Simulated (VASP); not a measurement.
# As in VASP: notebook

As is run at these levels: PBE; tasks: single point.

All numbers are computed with VASP 6.6.1; they aren't measurements. Logs are shortened: lines on timing, memory, paths and dates and some standing lists are left out, and cuts for length are marked.

## Step 1: The cell of the first run

The cell holds a slab with vacuum, 2 atoms: a = 3.575 Å, b = 3.575 Å, c = 26.416 Å, α = 90.00°, β = 90.00°, γ = 120.00°.

## Step 2: Single point, PBE

INCAR reads:

```
SYSTEM = As
PREC     = Accurate       ! precision mode
ENCUT    = 520            ! plane-wave cutoff, eV
EDIFF    = 1E-6           ! SCF threshold, eV
ISMEAR   = -1             ! smearing method
SIGMA    = 0.02           ! smearing width, eV
LREAL    = .False.        ! projectors in reciprocal space
LASPH    = .True.         ! aspherical terms in the spheres
NELM     = 120            ! most SCF steps
ALGO     = Normal         ! electronic algorithm
ISIF     = 2              ! what is computed and relaxed
LWAVE    = .False.        ! write WAVECAR
LCHARG   = .True.         ! write CHGCAR
LDIPOL   = .True.       
IDIPOL   = 3            
DIPOL    = 0.5 0.5 0.347
GGA      = PE             ! functional
LELF     = .True.         ! ELF
LVHAR    = .True.       
LVACPOTAV= .True.       
NBANDS   = 22             ! bands
GGA_COMPAT= .False.      
NELMDL   = -8
```

KPOINTS reads:

```
regular mesh
0
Gamma
  12 12 1
  0 0 0
```

POSCAR reads:

```
As
1.0
    3.5749087740      0.0000000000      0.0000000000
   -1.7874543870      3.0959618145      0.0000000000
    0.0000000000      0.0000000000     26.4156438000
As
2
Direct
    0.3333333333      0.6666666667      0.3206196299
    0.6666666667      0.3333333333      0.3724477827
```

Potentials or basis: VASP PAW PBE potentials, release 64 (As_d).

The run is started by

```console
$ cat potpaw_PBE.64/As_d/POTCAR > POTCAR
$ mpirun -np 1 vasp_std > vasp.out
```

OUTCAR:

```text
SYSTEM = As
   PREC = Accurate
   ENCUT = 520
   EDIFF = 1E-6
   ISMEAR = -1
   LREAL = .False.
   LASPH = .True.
   NELM = 120
   ISIF = 2
   GGA = PE
   NELMDL = -8

 ion  position               nearest neighbor table
   1  0.333  0.667  0.321-   2 2.48   2 2.48   2 2.48
   2  0.667  0.333  0.372-   1 2.48   1 2.48   1 2.48

  LATTYP: Found a hexagonal cell.
 ALAT       =     3.5749087740
 C/A-ratio  =     7.3891798281

  Lattice vectors:

 A1 = (   3.5749087740,   0.0000000000,   0.0000000000)
 A2 = (  -1.7874543870,   3.0959618145,   0.0000000000)
 A3 = (   0.0000000000,   0.0000000000,  26.4156438000)

Analysis of symmetry for initial positions (statically):
=====================================================================
 Subroutine PRICEL returns:
 Original cell was already a primitive cell.

 Routine SETGRP: Setting up the symmetry group for a
 hexagonal supercell.

 Subroutine GETGRP returns: Found 12 space group operations
 (whereof  6 operations were pure point group operations)
 out of a pool of 24 trial point group operations.

The static configuration has the point symmetry C_3v.
 The point group associated with its full space group is D_3d.

Analysis of symmetry for dynamics (positions and initial velocities):
=====================================================================
 Subroutine PRICEL returns:
 Original cell was already a primitive cell.

 Routine SETGRP: Setting up the symmetry group for a
 hexagonal supercell.

 Subroutine GETGRP returns: Found 12 space group operations
 (whereof  6 operations were pure point group operations)
 out of a pool of 24 trial point group operations.

The dynamic configuration has the point symmetry C_3v.
 The point group associated with its full space group is D_3d.

 Subroutine INISYM returns: Found 12 space group operations
 (whereof  6 operations are pure point group operations),
 and found     1 'primitive' translations

----------------------------------------------------------------------------------------

                                     Primitive cell

  volume of cell :     292.3626

  direct lattice vectors                    reciprocal lattice vectors
     3.574908774  0.000000000  0.000000000     0.279727418  0.161500700  0.000000000
    -1.787454387  3.095961814  0.000000000     0.000000000  0.323001400  0.000000000
[... 72 lines left out ...]
   ICHARG =      2    charge: 1-file 2-atom 10-const
   ISPIN  =      1    spin polarized calculation?
   LNONCOLLINEAR =      F non collinear calculations
   LSORBIT =      F    spin-orbit coupling
   LASPH  =      T    aspherical Exc in radial PAW
   ENCUT  =  520.0 eV  38.22 Ry    6.18 a.u.   6.65  6.65 49.12*2*pi/ulx,y,z
   NELM   =    120;   NELMIN=  2; NELMDL= -8     # of ELM steps
   EDIFF  = 0.1E-05   stopping-criterion for ELM
   LREAL  =      F    real-space projection
   EDIFFG = 0.1E-04   stopping-criterion for IOM
   NSW    =      0    number of steps for IOM
   IBRION =     -1    ionic relax: 0-MD 1-quasi-New 2-CG
   NFREE  =      0    steps in history (QN), initial steepest desc. (CG)
   ISIF   =      2    stress and relaxation
   ISYM   =      2    0-nonsym 1-usesym 2-fastsym
   POTIM  = 0.5000    time-step for ionic-motion
   TEBEG  =    0.0;   TEEND  =   0.0 temperature during run
   PSTRESS=    0.0 pullay stress
   NELECT =      30.0000    total number of electrons
   NUPDOWN=      -1.0000    fix difference up-down
   EMIN   =  10.00;   EMAX   =-10.00  energy-range for DOS
   EFERMI =   0.00;   METHOD = LEGACY
   ISMEAR =    -1;   SIGMA  =   0.02  broadening in eV -4-tet -1-fermi 0-gaus
   EFERMI_NEDOS =   21; number of points for ismear=-14 and -15
   IALGO  =     38    algorithm
   IMIX   =      4    mixing-type and parameters
     AMIX     =   0.40;   BMIX     =  1.00
     AMIX_MAG =   1.60;   BMIX_MAG =  1.00
  volume/ion in A,a.u.               =     146.18       986.48
  Fermi-wavevector in a.u.,A,eV,Ry     =   0.766434  1.448350  7.992345  0.587421
  Thomas-Fermi vector in A             =   1.866772
   LORBIT       =      0    0 simple, 1 ext, 2 COOP (PROOUT), +10 PAW based schemes
   GGA     = PE    functional components
[... 5 lines left out ...]
 non-spin polarized calculation
  energy-cutoff  :      520.00
  volume of cell :      292.36
 maximum number of plane-waves:      7971
 NGX is ok and might be reduce to    28
   NGX = 13   NGY = 13   NGZ = 99

 dipolmoment           0.000000      0.000000      0.000000 electrons x Angstroem

 number of electron      29.9999994 magnetization

 dipolmoment           0.000000      0.000000     -0.000002 electrons x Angstroem

 Free energy of the ion-electron system (eV)
  ---------------------------------------------------
  ext. energy  EPLUGINS =         0.00000000
  ---------------------------------------------------
  free energy    TOTEN  =        -9.35074003 eV

  energy without entropy =       -9.35074003  energy(sigma->0) =       -9.35074003

 E-fermi :  -3.8287     XC(G=0):  -2.0941

 val. band max:       -4.2357458908   @ k =   0.0000   0.0000   0.0000
 cond. band min:      -2.5561169011   @ k =   0.3333   0.0000   0.0000
 fundamental gap:      1.6796289896
 Fermi energy:        -3.8287311050

 k-point     1 :       0.0000    0.0000    0.0000
  band No.  band energies     occupation
      1     -39.3399      2.00000
      2     -39.3399      2.00000
      3     -39.2972      2.00000
      4     -39.2972      2.00000
      5     -39.2424      2.00000
      6     -39.2167      2.00000
[... 464 lines left out ...]
     21       4.8240      0.00000
     22       5.6169      0.00000

------------------------ aborting loop because EDIFF is reached ----------------------------------------

  FORCE on cell =-STRESS in cart. coord.  units (eV):
  Direction    XX          YY          ZZ          XY          YZ          ZX
  --------------------------------------------------------------------------------------
  -------------------------------------------------------------------------------------
  Total        0.5890758      0.5890758      0.5744235      0.0000000     -0.0000000     -0.0000000
  in kB        3.2281970      3.2281970      3.1479004      0.0000000     -0.0000000     -0.0000000
  external PRESSURE =       3.2014315 kB  Pullay stress =       0.0000000 kB

 VOLUME and BASIS-vectors are now :
 -----------------------------------------------------------------------------
  energy-cutoff  :      520.00
  volume of cell :      292.36
      direct lattice vectors                 reciprocal lattice vectors
     3.574908774  0.000000000  0.000000000     0.279727418  0.161500700  0.000000000
    -1.787454387  3.095961814  0.000000000     0.000000000  0.323001400  0.000000000
     0.000000000  0.000000000 26.415643800     0.000000000  0.000000000  0.037856355

 POSITION                                       TOTAL-FORCE (eV/Angst)
 -----------------------------------------------------------------------------------
     -0.00000      2.06397      8.46937        -0.000000      0.000000     -0.422540
      1.78745      1.03199      9.83845         0.000000     -0.000000      0.422540
 -----------------------------------------------------------------------------------
    total drift:                                0.000000     -0.000000     -0.000136

  FREE ENERGIE OF THE ION-ELECTRON SYSTEM (eV)
  ---------------------------------------------------
  free  energy   TOTEN  =        -9.3507400312 eV

  energy  without entropy=       -9.3507400312  energy(sigma->0) =       -9.35074003

 vacuum level on the upper side and lower side of the slab         1.206         1.206
```

stdout:

```text
POSCAR found type information on POSCAR As
 POSCAR found :  1 types and       2 ions
 scaLAPACK will be used
 LDA part: xc-table for (Slater+PW92), standard interpolation
 POSCAR, INCAR and KPOINTS ok, starting setup
 FFT: planning ... GRIDC
 FFT: planning ... GRID_SOFT
 FFT: planning ... GRID
 WAVECAR not read
 entering main loop
 -----------------------------------------------------------------------------
|                                                                             |
|           W    W    AA    RRRRR   N    N  II  N    N   GGGG   !!!           |
|           W    W   A  A   R    R  NN   N  II  NN   N  G    G  !!!           |
|           W    W  A    A  R    R  N N  N  II  N N  N  G       !!!           |
|           W WW W  AAAAAA  RRRRR   N  N N  II  N  N N  G  GGG   !            |
|           WW  WW  A    A  R   R   N   NN  II  N   NN  G    G                |
|           W    W  A    A  R    R  N    N  II  N    N   GGGG   !!!           |
|                                                                             |
|     Did not find any points to average over, which means that no vacuum     |
|     field-free region was found. Please increase the size of  your cell     |
|     in the dimension of the dipole correction to obtain accurate            |
|     workfunction values.                                                    |
|                                                                             |
 -----------------------------------------------------------------------------
```

It took 3.1 min on 1 thread of AMD EPYC 7R43 (Zen 3), shared host; peak memory 0.38 GiB.

What came out:

| Property | Result |
| --- | --- |
| Free energy | -9.3507 eV |
| Largest force | 0.423 eV/Å |
| Band gap on the k mesh | 1.68 eV, indirect (least direct gap 2.07 eV) |

Forces on the atoms (eV/Å):
```
As   0.000  0.000 -0.423
As   0.000  0.000  0.423
```

Levels at points of the mesh, in eV from the valence-band top:
```
           k point  band 11  band 12  band 13  band 14  band 15  band 16  band 17  band 18  band 19  band 20
(0.00, 0.00, 0.00)   -13.65    -7.09    -0.49     0.00     0.00     2.07     3.61     3.61     4.91     5.18
(0.50, 0.00, 0.00)   -11.13    -9.14    -3.39    -1.93    -1.52     2.01     3.28     4.71     6.38     8.43
```

## Step 3: Single point, PBE (strain -2.0%)

INCAR reads:

```
PREC = Accurate
ENCUT = 520
EDIFF = 1E-6
ISMEAR = -1
SIGMA = 0.02
LREAL = False
LASPH = True
NELM = 120
ALGO = Normal
ISIF = 2
LWAVE = False
LCHARG = True
LDIPOL = True
IDIPOL = 3
DIPOL = 0.5 0.5 0.347
GGA = PE
LELF = True
LVHAR = True
LVACPOTAV = True
NBANDS = 22
GGA_COMPAT = False
NELMDL = -8
```

KPOINTS reads:

```
regular mesh
0
Gamma
  12 12 1
```

POSCAR reads:

```
As
1.0
    3.5034105985      0.0000000000      0.0000000000
   -1.7517052992      3.0340425782      0.0000000000
    0.0000000000      0.0000000000     26.4156438000
As
2
Direct
    0.3333333333      0.6666666667      0.3202762771
    0.6666666667      0.3333333333      0.3727911355
```

Potentials or basis: VASP PAW PBE potentials, release 64 (As_d).

The run is started by

```console
$ cat potpaw_PBE.64/As_d/POTCAR > POTCAR
$ mpirun -np 1 vasp_std > vasp.out
```

Wall time 1.9 min (1 thread of AMD EPYC 9R45 (Zen 5), shared host); peak memory 0.37 GiB.

The run converged. Its results:

| Property | Result |
| --- | --- |
| Free energy | -9.3157 eV |
| Largest force | 0.467 eV/Å |
| Band gap on the k mesh | 1.47 eV, indirect (least direct gap 2.27 eV) |

Forces on the atoms (eV/Å):
```
As   0.000  0.000 -0.467
As   0.000  0.000  0.467
```

Levels at points of the mesh, in eV from the valence-band top:
| k point | band 12 | band 13 | band 14 | band 15 | band 16 | band 17 | band 18 | band 19 |
| --- | --- | --- | --- | --- | --- | --- | --- | --- |
| (0.00, 0.00, 0.00) | -7.46 | -0.91 | 0.00 | 0.00 | 2.27 | 3.61 | 3.61 | 4.64 |
| (0.50, 0.00, 0.00) | -9.41 | -3.75 | -2.07 | -1.87 | 1.89 | 2.95 | 4.61 | 6.08 |

Caveat: the cell differs from its parent crystal (strain -2.0%).
